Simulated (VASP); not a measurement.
# Pd (Fm-3m) in VASP: single point with PBE

Aim: the single point of Pd with PBE.

All numbers are computed with VASP 6.6.1; they aren't measurements. Logs are shortened: lines on timing, memory, paths and dates and some standing lists are left out, and cuts for length are marked.

### 1 The cell of the first run

The structure is cubic, space group Fm-3m (No. 225). The conventional cell has a = 3.951 Å, b = 3.951 Å, c = 3.951 Å, α = 90.00°, β = 90.00°, γ = 90.00°. Within 3.7 Å of Pd (site symmetry m-3m) lie 12 Pd at 2.79 Å.

### 2 Single point, PBE

Input file INCAR:

```
  PREC = Accurate
  ENCUT = 520
  EDIFF = 1E-6
  ISMEAR = -1
  SIGMA = 0.13605693000000002
  LREAL = False
  LASPH = True
  NELM = 60
  ALGO = Normal
  ISIF = 2
  LWAVE = False
  LCHARG = False
  GGA = PE
  NBANDS = 11
```

Input file KPOINTS:

```
regular mesh
0
Gamma
  14 14 14
```

Input file POSCAR:

```
Pd
1.0
    0.0000000000      1.9757060980      1.9757060980
    1.9757060980      0.0000000000      1.9757060980
    1.9757060980      1.9757060980      0.0000000000
Pd
1
Direct
    0.0000000000      0.0000000000      0.0000000000
```

Potentials or basis: VASP PAW PBE potentials, release 64 (Pd).

Run with:

```sh
> cat potpaw_PBE.64/Pd/POTCAR > POTCAR
> mpirun -np 1 vasp_std > vasp.out
```

OUTCAR:

```text
PREC = Accurate
   ENCUT = 520
   EDIFF = 1E-6
   ISMEAR = -1
   LREAL = False
   LASPH = True
   NELM = 60
   ISIF = 2
   GGA = PE

 ion  position               nearest neighbor table
   1  0.000  0.000  0.000-

  LATTYP: Found a face centered cubic cell.
 ALAT       =     3.9514121960

  Lattice vectors:

 A1 = (   0.0000000000,   1.9757060980,   1.9757060980)
 A2 = (   1.9757060980,   0.0000000000,   1.9757060980)
 A3 = (   1.9757060980,   1.9757060980,   0.0000000000)

Analysis of symmetry for initial positions (statically):
=====================================================================
 Subroutine PRICEL returns:
 Original cell was already a primitive cell.

 Routine SETGRP: Setting up the symmetry group for a
 face centered cubic supercell.

 Subroutine GETGRP returns: Found 48 space group operations
 (whereof 48 operations were pure point group operations)
 out of a pool of 48 trial point group operations.

The static configuration has the point symmetry O_h .

Analysis of symmetry for dynamics (positions and initial velocities):
=====================================================================
 Subroutine PRICEL returns:
 Original cell was already a primitive cell.

 Routine SETGRP: Setting up the symmetry group for a
 face centered cubic supercell.

 Subroutine GETGRP returns: Found 48 space group operations
 (whereof 48 operations were pure point group operations)
 out of a pool of 48 trial point group operations.

The dynamic configuration has the point symmetry O_h .

 Subroutine INISYM returns: Found 48 space group operations
 (whereof 48 operations are pure point group operations),
 and found     1 'primitive' translations

----------------------------------------------------------------------------------------

                                     Primitive cell

  volume of cell :      15.4240

  direct lattice vectors                    reciprocal lattice vectors
     0.000000000  1.975706098  1.975706098    -0.253074078  0.253074078  0.253074078
     1.975706098  0.000000000  1.975706098     0.253074078 -0.253074078  0.253074078
     1.975706098  1.975706098  0.000000000     0.253074078  0.253074078 -0.253074078

  length of vectors
     2.794070359  2.794070359  2.794070359     0.438337162  0.438337162  0.438337162

  position of ions in fractional coordinates (direct lattice)
     0.000000000  0.000000000  0.000000000

  ion indices of the primitive-cell ions
   primitive index   ion index
                 1           1

----------------------------------------------------------------------------------------

 KPOINTS: regular mesh

Automatic generation of k-mesh.
 Grid dimensions read from file:
 generate k-points for:   14   14   14

 Generating k-lattice:

  Cartesian coordinates                     Fractional coordinates (reciprocal lattice)
    -0.018076720  0.018076720  0.018076720     0.071428571  0.000000000  0.000000000
     0.018076720 -0.018076720  0.018076720     0.000000000  0.071428571  0.000000000
     0.018076720  0.018076720 -0.018076720     0.000000000  0.000000000  0.071428571

  Length of vectors
     0.031309797  0.031309797  0.031309797

  Shift w.r.t. Gamma in fractional coordinates (k-lattice)
     0.000000000  0.000000000  0.000000000

 Subroutine IBZKPT returns following result:
 ===========================================

 Found    104 irreducible k-points:

 Following reciprocal coordinates:
            Coordinates               Weight
  0.000000  0.000000  0.000000      1.000000
  0.071429  0.000000  0.000000      8.000000
  0.142857  0.000000  0.000000      8.000000
  0.214286  0.000000  0.000000      8.000000
  0.285714  0.000000  0.000000      8.000000
  0.357143  0.000000  0.000000      8.000000
[... 16 lines left out ...]
  0.214286  0.142857  0.000000     24.000000
  0.285714  0.142857  0.000000     24.000000
 [... further k-points ...]
   k-points           NKPTS =    104   k-points in BZ     NKDIM =    104   number of bands    NBANDS=     11
   number of dos      NEDOS =    301   number of ions     NIONS =      1
   total plane-waves  NPLWV =  13824
   dimension x,y,z NGX =    24 NGY =   24 NGZ =   24
   dimension x,y,z NGXF=    48 NGYF=   48 NGZF=   48
   ions per type =               1
   NGX,Y,Z   is equivalent  to a cutoff of  14.28, 14.28, 14.28 a.u.
   NGXF,Y,Z  is equivalent  to a cutoff of  28.56, 28.56, 28.56 a.u.
 SYSTEM =  unknown system
   PREC   = accura    normal or accurate (medium, high low for compatibility)
   ISTART =      0    job   : 0-new  1-cont  2-samecut
   ICHARG =      2    charge: 1-file 2-atom 10-const
   ISPIN  =      1    spin polarized calculation?
   LNONCOLLINEAR =      F non collinear calculations
   LSORBIT =      F    spin-orbit coupling
   LASPH  =      T    aspherical Exc in radial PAW
   ENCUT  =  520.0 eV  38.22 Ry    6.18 a.u.   5.20  5.20  5.20*2*pi/ulx,y,z
   NELM   =     60;   NELMIN=  2; NELMDL= -5     # of ELM steps
   EDIFF  = 0.1E-05   stopping-criterion for ELM
   LREAL  =      F    real-space projection
   EDIFFG = 0.1E-04   stopping-criterion for IOM
   NSW    =      0    number of steps for IOM
   IBRION =     -1    ionic relax: 0-MD 1-quasi-New 2-CG
   NFREE  =      0    steps in history (QN), initial steepest desc. (CG)
   ISIF   =      2    stress and relaxation
   ISYM   =      2    0-nonsym 1-usesym 2-fastsym
   POTIM  = 0.5000    time-step for ionic-motion
   TEBEG  =    0.0;   TEEND  =   0.0 temperature during run
   PSTRESS=    0.0 pullay stress
   NELECT =      10.0000    total number of electrons
   NUPDOWN=      -1.0000    fix difference up-down
   EMIN   =  10.00;   EMAX   =-10.00  energy-range for DOS
   EFERMI =   0.00;   METHOD = LEGACY
   ISMEAR =    -1;   SIGMA  =   0.14  broadening in eV -4-tet -1-fermi 0-gaus
   EFERMI_NEDOS =   21; number of points for ismear=-14 and -15
   IALGO  =     38    algorithm
   IMIX   =      4    mixing-type and parameters
     AMIX     =   0.40;   BMIX     =  1.00
     AMIX_MAG =   1.60;   BMIX_MAG =  1.00
  volume/ion in A,a.u.               =      15.42       104.09
  Fermi-wavevector in a.u.,A,eV,Ry     =   1.416911  2.677573 27.315547  2.007636
  Thomas-Fermi vector in A             =   2.538196
   LORBIT       =      0    0 simple, 1 ext, 2 COOP (PROOUT), +10 PAW based schemes
   GGA     = PE    functional components
   LHFCALC =     F    Hartree Fock is set to
   AEXX    =    0.0000 exact exchange contribution
   IVDW    =     0    specifies the selected vdW correction
   LEPSILON=     F    determine dielectric tensor
   LRPA    =     F    only Hartree local field effects (RPA)
 non-spin polarized calculation
  energy-cutoff  :      520.00
  volume of cell :       15.42
 maximum number of plane-waves:       428
 NGX is ok and might be reduce to    24
   NGX = 11   NGY = 11   NGZ = 11

 number of electron      10.0000000 magnetization

 Free energy of the ion-electron system (eV)
  ---------------------------------------------------
  ext. energy  EPLUGINS =         0.00000000
  ---------------------------------------------------
  free energy    TOTEN  =        -5.27724728 eV

  energy without entropy =       -5.16405454  energy(sigma->0) =       -5.22065091

 E-fermi :   9.0911     XC(G=0): -12.9084

 val. band max:        9.0909063639   @ k =  -0.3571   0.4286   0.2143
 cond. band min:       9.0957910697   @ k =  -0.4286   0.4286   0.1429
 fundamental gap:      0.0048847058
 Fermi energy:         9.0911433365

 k-point     1 :       0.0000    0.0000    0.0000
  band No.  band energies     occupation
      1       2.2480      2.00000
      2       6.4052      2.00000
      3       6.4052      2.00000
      4       6.4052      2.00000
      5       7.8974      1.99969
      6       7.8974      1.99969
      7      26.2110      0.00000
      8      30.7296      0.00000
      9      30.7296      0.00000
     10      30.7296      0.00000
     11      35.3647      0.00000

 k-point     2 :       0.0714    0.0000    0.0000
  band No.  band energies     occupation
      1       2.4258      2.00000
      2       6.3457      2.00000
      3       6.4646      2.00000
      4       6.4646      2.00000
      5       7.8702      1.99975
      6       7.8702      1.99975
      7      26.3767      0.00000
      8      29.5652      0.00000
      9      30.9178      0.00000
     10      30.9178      0.00000
     11      35.5225      0.00000

 k-point     3 :       0.1429    0.0000    0.0000
  band No.  band energies     occupation
      1       2.9255      2.00000
      2       6.2198      2.00000
      3       6.6021      2.00000
      4       6.6021      2.00000
      5       7.8333      1.99981
      6       7.8333      1.99981
      7      26.4359      0.00000
      8      27.6828      0.00000
      9      31.4210      0.00000
     10      31.4210      0.00000
     11      35.2253      0.00000

 k-point     4 :       0.2143    0.0000    0.0000
  band No.  band energies     occupation
      1       3.5990      2.00000
      2       6.2166      2.00000
      3       6.6900      2.00000
      4       6.6900      2.00000
      5       7.9188      1.99964
      6       7.9188      1.99964
      7      24.4817      0.00000
      8      27.3205      0.00000
      9      31.9910      0.00000
     10      31.9910      0.00000
     11      34.3417      0.00000

 k-point     5 :       0.2857    0.0000    0.0000
  band No.  band energies     occupation
      1       4.0813      2.00000
      2       6.6341      2.00000
      3       6.6341      2.00000
      4       6.7303      2.00000
      5       8.2091      1.99695
      6       8.2091      1.99695
      7      21.8849      0.00000
      8      26.8843      0.00000
      9      31.9015      0.00000
     10      31.9015      0.00000
     11      34.7543      0.00000

 k-point     6 :       0.3571    0.0000    0.0000
  band No.  band energies     occupation
      1       4.1750      2.00000
      2       6.5074      2.00000
      3       6.5074      2.00000
      4       7.9300      1.99961
      5       8.5895      1.95113
      6       8.5895      1.95113
      7      19.2926      0.00000
      8      26.2261      0.00000
      9      30.9176      0.00000
     10      30.9176      0.00000
     11      35.0563      0.00000

 k-point     7 :       0.4286    0.0000    0.0000
  band No.  band energies     occupation
      1       4.1228      2.00000
      2       6.4015      2.00000
      3       6.4015      2.00000
      4       8.8980      1.61053
      5       8.8980      1.61053
      6       9.3760      0.21937
      7      17.0612      0.00000
      8      25.7305      0.00000
      9      30.0392      0.00000
     10      30.0392      0.00000
     11      35.4955      0.00000

 k-point     8 :       0.5000    0.0000    0.0000
  band No.  band energies     occupation
      1       4.0917      2.00000
      2       6.3618      2.00000
      3       6.3618      2.00000
      4       9.0159      1.26952
      5       9.0159      1.26952
      6      10.1595      0.00078
      7      16.0203      0.00000
      8      25.5538      0.00000
      9      29.7126      0.00000
     10      29.7126      0.00000
     11      35.6618      0.00000
[... 141 lines left out ...]
 k-point    19 :      -0.2143    0.0714    0.0000
  band No.  band energies     occupation
      1       3.9494      2.00000
      2       6.1315      2.00000
      3       6.7146      2.00000
      4       6.7787      2.00000
      5       7.7196      1.99992
      6       8.3641      1.99049
      7      23.7389      0.00000
      8      27.0243      0.00000
      9      30.4501      0.00000
     10      32.8096      0.00000
     11      33.7567      0.00000

 k-point    20 :      -0.1429    0.0714    0.0000
  band No.  band energies     occupation
      1       3.2897      2.00000
      2       6.0856      2.00000
      3       6.7113      2.00000
      4       6.7121      2.00000
      5       7.6269      1.99996
      6       8.0561      1.99901
      7      26.1143      0.00000
      8      27.2216      0.00000
      9      30.3888      0.00000
     10      32.6375      0.00000
     11      33.6935      0.00000

 k-point    21 :      -0.0714    0.0714    0.0000
  band No.  band energies     occupation
      1       2.7130      2.00000
      2       6.2323      2.00000
      3       6.5480      2.00000
      4       6.5871      2.00000
      5       7.7398      1.99990
      6       7.9351      1.99959
      7      26.5905      0.00000
      8      28.5207      0.00000
      9      30.3704      0.00000
     10      31.6402      0.00000
     11      35.5839      0.00000

 k-point    22 :       0.1429    0.1429    0.0000
  band No.  band energies     occupation
      1       3.1527      2.00000
      2       5.9449      2.00000
      3       6.8171      2.00000
      4       6.8171      2.00000
      5       7.4561      1.99999
      6       8.0893      1.99873
      7      27.0940      0.00000
      8      28.6664      0.00000
      9      29.5807      0.00000
     10      29.5807      0.00000
     11      35.4572      0.00000

 k-point    23 :       0.2143    0.1429    0.0000
  band No.  band energies     occupation
      1       3.6843      2.00000
      2       5.7501      2.00000
      3       6.9089      2.00000
      4       7.0066      2.00000
      5       7.4781      1.99999
      6       8.2029      1.99708
      7      26.5394      0.00000
      8      27.6584      0.00000
      9      28.9242      0.00000
     10      29.9475      0.00000
     11      34.8409      0.00000

 k-point    24 :       0.2857    0.1429    0.0000
  band No.  band energies     occupation
      1       4.2864      2.00000
      2       5.6955      2.00000
      3       6.6900      2.00000
      4       7.0798      2.00000
      5       8.0539      1.99902
      6       8.4287      1.98475
      7      24.0317      0.00000
      8      27.4362      0.00000
      9      28.3564      0.00000
     10      30.3191      0.00000
     11      34.4847      0.00000

 [... further k-points ...]
[... 5 lines left out ...]
  --------------------------------------------------------------------------------------
  -------------------------------------------------------------------------------------
  Total       -0.0630936     -0.0630936     -0.0630936     -0.0000000      0.0000000     -0.0000000
  in kB       -6.5538860     -6.5538860     -6.5538860     -0.0000000      0.0000000     -0.0000000
  external PRESSURE =      -6.5538860 kB  Pullay stress =       0.0000000 kB

 VOLUME and BASIS-vectors are now :
 -----------------------------------------------------------------------------
  energy-cutoff  :      520.00
  volume of cell :       15.42
      direct lattice vectors                 reciprocal lattice vectors
     0.000000000  1.975706098  1.975706098    -0.253074078  0.253074078  0.253074078
     1.975706098  0.000000000  1.975706098     0.253074078 -0.253074078  0.253074078
     1.975706098  1.975706098  0.000000000     0.253074078  0.253074078 -0.253074078

 POSITION                                       TOTAL-FORCE (eV/Angst)
 -----------------------------------------------------------------------------------
      0.00000      0.00000      0.00000         0.000000      0.000000      0.000000
 -----------------------------------------------------------------------------------
    total drift:                               -0.000000      0.000000     -0.000000

  FREE ENERGIE OF THE ION-ELECTRON SYSTEM (eV)
  ---------------------------------------------------
  free  energy   TOTEN  =        -5.2772472849 eV

  energy  without entropy=       -5.1640545361  energy(sigma->0) =       -5.22065091
```

Wall time 22 s (1 thread of Intel Xeon Platinum 8488C (Sapphire Rapids), shared host); peak memory 0.14 GiB.

Results:

| Item | Value |
| --- | --- |
| Free energy | -5.2772 eV |
| Pressure | -0.7 GPa |
| Band gap on the k mesh | zero (band 5 reaches 9.31 eV, above the bottom of band 6 at 7.83 eV) |
